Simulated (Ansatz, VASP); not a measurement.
One calculation of AlHg6, two programs

```
CELL_PARAMETERS angstrom
7.80785 0.00000 0.00000
0.00000 7.80785 0.00000
0.00000 0.00000 7.80785
ATOMIC_POSITIONS crystal
Al 0.00000 0.00000 0.00000
Hg 0.19784 0.50000 0.50000
Hg 0.50000 0.19784 0.50000
Hg 0.80216 0.50000 0.50000
Hg 0.50000 0.80216 0.50000
Hg 0.50000 0.50000 0.19784
Hg 0.50000 0.50000 0.80216
```

Change from the starting cell: species swapped into the SiB6 type (Pm-3m, No. 221).

Alike in both runs: functional PBE; k mesh 6 × 6 × 6; occupations gaussian, width 0.1 eV; no spin polarisation.

Ansatz relaxed the structure, and its values are those at the end. VASP's run is a single point on that final structure, the one shown.

|  | VASP | Ansatz |
| --- | --- | --- |
| version | VASP 6.6.1 | Ansatz 0.2.0 |
| potentials or method | VASP PAW PBE potentials, release 64 (Al, Hg), cutoff 520 eV | scalar-relativistic, plane waves, PAW |
| valence electrons in the cell | 75 | 123 |

|  | VASP | Ansatz | Ansatz less VASP |
| --- | --- | --- | --- |
| gap on the k mesh at the Fermi level (eV) | none | none | - |
| pressure (GPa) | 0.0 | 0.0 | -0.01 |

A gap of «none» marks a metal or a gap that the smearing closes. VASP's potentials hold 75 valence electrons a cell and Ansatz's 123, so a difference there can come from the potentials and not from the codes. Ansatz's warnings: xc potential rough in thin density.

Neither program's run includes spin-orbit coupling.
